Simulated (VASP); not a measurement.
# Mg2ZnCd9S6O6 (P1) in VASP: single point with PBE

Aim: the single point of Mg2ZnCd9S6O6 with PBE.

Program: VASP 6.6.1. These are calculated values, not measurements. Logs are shortened: lines on timing, memory, paths and dates and some standing lists are left out, and cuts for length are marked.

**1. The cell of the first run**

The typed cell holds 24 atoms: a = 6.601 Å, b = 9.106 Å, c = 9.132 Å, α = 77.50°, β = 69.45°, γ = 68.04°.

**2. Single point, PBE**

File INCAR:

```
ALGO = Normal
EDIFF = 1E-6
ENCUT = 520
GGA = PE
ISIF = 2
ISMEAR = 0
ISYM = 0
LASPH = True
LCHARG = False
LREAL = Auto
LWAVE = False
NBANDS = 116
NELM = 100
PREC = Accurate
SIGMA = 0.1
```

File KPOINTS:

```
k-points
0
Gamma
  3 2 2
```

File POSCAR:

```
Mg2ZnCd9S6O6
1.0
    5.6875620774      3.3500468619      0.0027191360
    0.0548047335      6.6102556143      6.2620760784
    5.6761892818     -3.3252621634      6.3343481851
O Mg S Zn Cd
6 2 6 1 9
Direct
    0.9701898903      0.3684974939      0.0128920964
    0.9908721184      0.6860250840      0.6928702321
    0.9100202836      0.7802876095      0.0880786549
    0.8676947912      0.1077589514      0.7848913905
    0.3746495106      0.6183939681      0.2666997659
    0.3927838962      0.2889159154      0.6274765883
    0.1572886786      0.7920671248      0.1645144298
    0.7320938757      0.9848741372      0.9848301173
    0.9734531217      0.0021487130      0.3496345885
    0.4933682895      0.5020427842      0.8479437717
    0.4674165590      0.8599704909      0.5181630943
    0.5014334568      0.1799801303      0.1782671533
    0.8849226158      0.4305095250      0.4483062624
    0.3984803390      0.9378085475      0.9493730747
    0.6610459727      0.2982315183      0.6817098721
    0.1353621831      0.1917783499      0.8308475237
    0.1883197846      0.5170355789      0.5066473587
    0.6576339339      0.6845923819      0.2964914087
    0.0834127931      0.2474988353      0.2240492048
    0.0664161414      0.5868099499      0.9192495443
    0.0447470976      0.9224446130      0.6127074963
    0.5916609170      0.4316912560      0.1018973267
    0.6212984220      0.7400771522      0.7428356070
    0.5424889254      0.1201644234      0.4487680768
```

Potentials or basis: VASP PAW PBE potentials, release 64 (O, Mg, S, Zn, Cd).

Started as:

```sh
$ cat potpaw_PBE.64/O/POTCAR potpaw_PBE.64/Mg/POTCAR potpaw_PBE.64/S/POTCAR potpaw_PBE.64/Zn/POTCAR potpaw_PBE.64/Cd/POTCAR > POTCAR
$ mpirun -np 1 vasp_std > vasp.out
```

OUTCAR:

```text
EDIFF = 1E-6
   ENCUT = 520
   GGA = PE
   ISIF = 2
   ISMEAR = 0
   ISYM = 0
   LASPH = True
   LREAL = Auto
   NELM = 100
   PREC = Accurate

 ion  position               nearest neighbor table
   1  0.970  0.368  0.013-  20 2.22  22 2.22  19 2.23  16 2.26
   2  0.991  0.686  0.693-  23 2.20  20 2.22  21 2.24  17 2.24
   3  0.910  0.780  0.088-   8 2.03   7 2.03  20 2.29  18 2.30
   4  0.868  0.108  0.785-   8 2.03  15 2.05  21 2.25  16 2.36
   5  0.375  0.618  0.267-   7 2.01  22 2.23  18 2.28  17 2.29
   6  0.393  0.289  0.627-  15 2.03  24 2.20  17 2.30  16 2.31
   7  0.157  0.792  0.165-   5 2.01   3 2.03   9 2.49  14 2.53  22 3.46   8 3.46  18 3.52  20 3.53
                            17 3.57  18 3.63
   8  0.732  0.985  0.985-   4 2.03   3 2.03  12 2.46  14 2.53  21 3.34   7 3.46  20 3.52  18 3.53
                            16 3.55
   9  0.973  0.002  0.350-   7 2.49  21 2.51  19 2.52  24 2.53
  10  0.493  0.502  0.848-  15 2.34  23 2.50  20 2.50  22 2.51
  11  0.467  0.860  0.518-  23 2.47  21 2.49  24 2.50  18 2.52
  12  0.501  0.180  0.178-   8 2.46  22 2.48  19 2.49  24 2.50
  13  0.885  0.431  0.448-  15 2.49  19 2.58  18 2.65  17 2.65
  14  0.398  0.938  0.949-   8 2.53   7 2.53  23 2.55  16 2.60
  15  0.661  0.298  0.682-   6 2.03   4 2.05  10 2.34  13 2.49  24 3.37
  16  0.135  0.192  0.831-   1 2.26   6 2.31   4 2.36  14 2.60   8 3.55  24 3.59  19 3.61  20 3.68
                            17 3.73  22 3.74
  17  0.188  0.517  0.507-   2 2.24   5 2.29   6 2.30  13 2.65  24 3.53   7 3.57  23 3.65  18 3.70
                            21 3.71  20 3.71  16 3.73  22 3.76
  18  0.658  0.685  0.296-   5 2.28   3 2.30  11 2.52  13 2.65  22 3.42   7 3.52   8 3.53  20 3.60
                             7 3.63  17 3.70
  19  0.083  0.247  0.224-   1 2.23  12 2.49   9 2.52  13 2.58  22 3.50  16 3.61  20 3.68
  20  0.066  0.587  0.919-   1 2.22   2 2.22   3 2.29  10 2.50   8 3.52  23 3.53   7 3.53  18 3.60
                            22 3.64  21 3.67  19 3.68  16 3.68  17 3.71
  21  0.045  0.922  0.613-   2 2.24   4 2.25  11 2.49   9 2.51   8 3.34  23 3.50  20 3.67  17 3.71

  22  0.592  0.432  0.102-   1 2.22   5 2.23  12 2.48  10 2.51  18 3.42   7 3.46  19 3.50  20 3.64
                            16 3.74  17 3.76  24 3.78
  23  0.621  0.740  0.743-   2 2.20  11 2.47  10 2.50  14 2.55  21 3.50  20 3.53  17 3.65
  24  0.542  0.120  0.449-   6 2.20  12 2.50  11 2.50   9 2.53  15 3.37  17 3.53  16 3.59  22 3.78

IMPORTANT INFORMATION: All symmetrisations will be switched off!
NOSYMM: (Re-)initialisation of all symmetry stuff for point group C_1.

----------------------------------------------------------------------------------------

                                     Primitive cell

  volume of cell :     474.3910

  direct lattice vectors                    reciprocal lattice vectors
     5.687562077  3.350046862  0.002719136     0.132158283  0.074195282 -0.079477265
     0.054804734  6.610255614  6.262076078    -0.044750856  0.075911139  0.079951205
     5.676189282 -3.325262163  6.334348185     0.044183537 -0.075076876  0.078864560

  length of vectors
     6.600847200  9.105607045  9.132385239     0.171135581  0.118984601  0.117508898

  position of ions in fractional coordinates (direct lattice)
     0.970189890  0.368497494  0.012892096
     0.990872118  0.686025084  0.692870232
     0.910020284  0.780287610  0.088078655
     0.867694791  0.107758951  0.784891391
     0.374649511  0.618393968  0.266699766
     0.392783896  0.288915915  0.627476588
[... 16 lines left out ...]
     0.621298422  0.740077152  0.742835607
     0.542488925  0.120164423  0.448768077

  ion indices of the primitive-cell ions
   primitive index   ion index
                 1           1
                 2           2
                 3           3
                 4           4
                 5           5
                 6           6
[... 16 lines left out ...]
                23          23
                24          24

----------------------------------------------------------------------------------------

 KPOINTS: k-points

Automatic generation of k-mesh.
 Grid dimensions read from file:
 generate k-points for:    3    2    2

 Generating k-lattice:

  Cartesian coordinates                     Fractional coordinates (reciprocal lattice)
     0.044052761  0.024731761 -0.026492422     0.333333333 -0.000000000  0.000000000
    -0.022375428  0.037955570  0.039975602    -0.000000000  0.500000000  0.000000000
     0.022091769 -0.037538438  0.039432280     0.000000000  0.000000000  0.500000000

  Length of vectors
     0.057045194  0.059492300  0.058754449

  Shift w.r.t. Gamma in fractional coordinates (k-lattice)
     0.000000000  0.000000000  0.000000000

 Subroutine IBZKPT returns following result:
 ===========================================

 Found      8 irreducible k-points:

 Following reciprocal coordinates:
            Coordinates               Weight
  0.000000  0.000000  0.000000      1.000000
  0.333333 -0.000000  0.000000      2.000000
  0.000000  0.500000  0.000000      1.000000
  0.333333  0.500000 -0.000000      2.000000
 -0.000000  0.000000  0.500000      1.000000
  0.333333 -0.000000  0.500000      2.000000
 -0.000000  0.500000  0.500000      1.000000
  0.333333  0.500000  0.500000      2.000000
   k-points           NKPTS =      8   k-points in BZ     NKDIM =      8   number of bands    NBANDS=    116
   number of dos      NEDOS =    301   number of ions     NIONS =     24
   total plane-waves  NPLWV = 245000
   dimension x,y,z NGX =    50 NGY =   70 NGZ =   70
   dimension x,y,z NGXF=   100 NGYF=  140 NGZF=  140
   ions per type =               6   2   6   1   9
   NGX,Y,Z   is equivalent  to a cutoff of  12.59, 12.78, 12.74 a.u.
   NGXF,Y,Z  is equivalent  to a cutoff of  25.19, 25.56, 25.49 a.u.
 SYSTEM =  unknown system
   PREC   = accura    normal or accurate (medium, high low for compatibility)
   ISTART =      0    job   : 0-new  1-cont  2-samecut
   ICHARG =      2    charge: 1-file 2-atom 10-const
   ISPIN  =      1    spin polarized calculation?
   LNONCOLLINEAR =      F non collinear calculations
   LSORBIT =      F    spin-orbit coupling
   LASPH  =      T    aspherical Exc in radial PAW
   ENCUT  =  520.0 eV  38.22 Ry    6.18 a.u.  12.27 16.93 16.98*2*pi/ulx,y,z
   NELM   =    100;   NELMIN=  2; NELMDL= -5     # of ELM steps
   EDIFF  = 0.1E-05   stopping-criterion for ELM
   LREAL  =      T    real-space projection
   EDIFFG = 0.1E-04   stopping-criterion for IOM
   NSW    =      0    number of steps for IOM
   IBRION =     -1    ionic relax: 0-MD 1-quasi-New 2-CG
   NFREE  =      0    steps in history (QN), initial steepest desc. (CG)
   ISIF   =      2    stress and relaxation
   ISYM   =      0    0-nonsym 1-usesym 2-fastsym
   POTIM  = 0.5000    time-step for ionic-motion
   TEBEG  =    0.0;   TEEND  =   0.0 temperature during run
   PSTRESS=    0.0 pullay stress
   NELECT =     196.0000    total number of electrons
   NUPDOWN=      -1.0000    fix difference up-down
   EMIN   =  10.00;   EMAX   =-10.00  energy-range for DOS
   EFERMI =   0.00;   METHOD = LEGACY
   ISMEAR =     0;   SIGMA  =   0.10  broadening in eV -4-tet -1-fermi 0-gaus
   EFERMI_NEDOS =   21; number of points for ismear=-14 and -15
   IALGO  =     38    algorithm
   IMIX   =      4    mixing-type and parameters
     AMIX     =   0.40;   BMIX     =  1.00
     AMIX_MAG =   1.60;   BMIX_MAG =  1.00
  volume/ion in A,a.u.               =      19.77       133.39
  Fermi-wavevector in a.u.,A,eV,Ry     =   1.219312  2.304165 20.228063  1.486721
  Thomas-Fermi vector in A             =   2.354568
   LORBIT       =      0    0 simple, 1 ext, 2 COOP (PROOUT), +10 PAW based schemes
   GGA     = PE    functional components
   LHFCALC =     F    Hartree Fock is set to
   AEXX    =    0.0000 exact exchange contribution
   IVDW    =     0    specifies the selected vdW correction
   LEPSILON=     F    determine dielectric tensor
   LRPA    =     F    only Hartree local field effects (RPA)
 non-spin polarized calculation
 Gauss-broadening in eV      SIGMA  =   0.10
  energy-cutoff  :      520.00
  volume of cell :      474.39
 maximum number of plane-waves:     12792
 NGX is ok and might be reduce to    50
   NGX = 25   NGY = 33   NGZ = 33

 number of electron     196.0000011 magnetization

 Free energy of the ion-electron system (eV)
  ---------------------------------------------------
  ext. energy  EPLUGINS =         0.00000000
  ---------------------------------------------------
  free energy    TOTEN  =       -89.02779469 eV

  energy without entropy =      -89.02590472  energy(sigma->0) =      -89.02684971

 E-fermi :   1.4541     XC(G=0):  -9.5074

 val. band max:        1.3099160615   @ k =   0.0000   0.0000   0.0000
 cond. band min:       1.5831120397   @ k =   0.0000   0.0000   0.0000
 fundamental gap:      0.2731959782
 Fermi energy:         1.4541045926

 k-point     1 :       0.0000    0.0000    0.0000
  band No.  band energies     occupation
      1     -15.7524      2.00000
      2     -15.6471      2.00000
      3     -15.6209      2.00000
      4     -15.5564      2.00000
      5     -15.5379      2.00000
      6     -15.5290      2.00000
[... 102 lines left out ...]
    109       6.3191      0.00000
    110       6.3755      0.00000

 k-point     2 :       0.3333   -0.0000    0.0000
  band No.  band energies     occupation
      1     -15.7299      2.00000
      2     -15.6628      2.00000
      3     -15.6073      2.00000
      4     -15.5678      2.00000
      5     -15.5522      2.00000
      6     -15.5202      2.00000
[... 102 lines left out ...]
    109       6.2856      0.00000
    110       6.5246      0.00000

 k-point     3 :       0.0000    0.5000    0.0000
  band No.  band energies     occupation
      1     -15.7421      2.00000
      2     -15.6688      2.00000
      3     -15.6113      2.00000
      4     -15.5565      2.00000
      5     -15.5386      2.00000
      6     -15.5262      2.00000
[... 102 lines left out ...]
    109       6.5338      0.00000
    110       6.7636      0.00000

 k-point     4 :       0.3333    0.5000   -0.0000
  band No.  band energies     occupation
      1     -15.7296      2.00000
      2     -15.6584      2.00000
      3     -15.6117      2.00000
      4     -15.5722      2.00000
      5     -15.5519      2.00000
      6     -15.5165      2.00000
[... 102 lines left out ...]
    109       6.2822      0.00000
    110       6.5193      0.00000

 k-point     5 :      -0.0000    0.0000    0.5000
  band No.  band energies     occupation
      1     -15.7473      2.00000
      2     -15.6559      2.00000
      3     -15.6100      2.00000
      4     -15.5745      2.00000
      5     -15.5391      2.00000
      6     -15.5168      2.00000
[... 102 lines left out ...]
    109       6.3180      0.00000
    110       6.5184      0.00000

 k-point     6 :       0.3333   -0.0000    0.5000
  band No.  band energies     occupation
      1     -15.7283      2.00000
      2     -15.6657      2.00000
      3     -15.6027      2.00000
      4     -15.5773      2.00000
      5     -15.5423      2.00000
      6     -15.5240      2.00000
[... 102 lines left out ...]
    109       6.3309      0.00000
    110       6.4344      0.00000

 k-point     7 :      -0.0000    0.5000    0.5000
  band No.  band energies     occupation
      1     -15.7416      2.00000
      2     -15.6532      2.00000
      3     -15.6276      2.00000
      4     -15.5697      2.00000
      5     -15.5354      2.00000
      6     -15.5162      2.00000
[... 102 lines left out ...]
    109       6.3530      0.00000
    110       6.5294      0.00000

 k-point     8 :       0.3333    0.5000    0.5000
  band No.  band energies     occupation
      1     -15.7293      2.00000
      2     -15.6563      2.00000
      3     -15.6147      2.00000
      4     -15.5780      2.00000
      5     -15.5410      2.00000
      6     -15.5209      2.00000
[... 102 lines left out ...]
    109       6.3087      0.00000
    110       6.5568      0.00000
 [bands above 110 left out]

------------------------ aborting loop because EDIFF is reached ----------------------------------------

  FORCE on cell =-STRESS in cart. coord.  units (eV):
  Direction    XX          YY          ZZ          XY          YZ          ZX
  --------------------------------------------------------------------------------------
  -------------------------------------------------------------------------------------
  Total        1.3815943      1.3472021      1.4221770      0.1105401      0.0091464      0.0645075
  in kB        4.6661064      4.5499524      4.8031677      0.3733309      0.0308906      0.2178634
  external PRESSURE =       4.6730755 kB  Pullay stress =       0.0000000 kB

 VOLUME and BASIS-vectors are now :
 -----------------------------------------------------------------------------
  energy-cutoff  :      520.00
  volume of cell :      474.39
      direct lattice vectors                 reciprocal lattice vectors
     5.687562077  3.350046862  0.002719136     0.132158283  0.074195282 -0.079477265
     0.054804734  6.610255614  6.262076078    -0.044750856  0.075911139  0.079951205
     5.676189282 -3.325262163  6.334348185     0.044183537 -0.075076876  0.078864560

 POSITION                                       TOTAL-FORCE (eV/Angst)
 -----------------------------------------------------------------------------------
      5.61139      5.64317      2.39186         0.000055     -0.001300     -0.017248
      9.60611      5.55029      8.68752         0.009860      0.016751     -0.010996
      5.71851      7.91363      5.44662         0.008066      0.055496      0.040958
      9.39617      1.00916      5.64893         0.018264     -0.044256      0.048689
      3.67857      4.45599      5.56282        -0.073955      0.035022      0.036383
      5.81149      1.13913      5.78494         0.009938     -0.006277      0.047629
[... 16 lines left out ...]
      7.79071      4.50335      9.34149        -0.039028     -0.022638      0.021508
      5.63932      1.11941      3.59661        -0.001450      0.003070     -0.041470
 -----------------------------------------------------------------------------------
    total drift:                                0.006511      0.003795      0.001357

  FREE ENERGIE OF THE ION-ELECTRON SYSTEM (eV)
  ---------------------------------------------------
  free  energy   TOTEN  =       -89.0277946922 eV

  energy  without entropy=      -89.0259047185  energy(sigma->0) =      -89.02684971
```

Run time: 13 min. Hardware: 1 thread of Intel Xeon Platinum 8488C (Sapphire Rapids), shared host; peak memory 0.7 GiB.

Results:

| Quantity | Value |
| --- | --- |
| Free energy | -89.0278 eV |
| Pressure | 0.5 GPa |
| Largest force | 0.090 eV/Å |
| Band gap on the k mesh | 0.27 eV |

Forces on the atoms (eV/Å):
```
O    0.000 -0.001 -0.017
O    0.010  0.017 -0.011
O    0.008  0.055  0.041
O    0.018 -0.044  0.049
O   -0.074  0.035  0.036
O    0.010 -0.006  0.048
Mg  -0.005  0.001  0.008
Mg  -0.009  0.001  0.004
S    0.001  0.000 -0.063
S   -0.006 -0.003 -0.032
S   -0.003 -0.009 -0.003
S   -0.006  0.010 -0.054
S    0.007 -0.010  0.016
S    0.024 -0.017  0.025
Zn   0.001  0.032  0.011
Cd   0.007 -0.020 -0.033
Cd  -0.021 -0.009 -0.034
Cd   0.031 -0.011  0.010
Cd   0.038 -0.023  0.021
Cd   0.037  0.017  0.013
Cd  -0.005  0.033 -0.010
Cd  -0.023 -0.029 -0.002
Cd  -0.039 -0.023  0.022
Cd  -0.001  0.003 -0.041
```
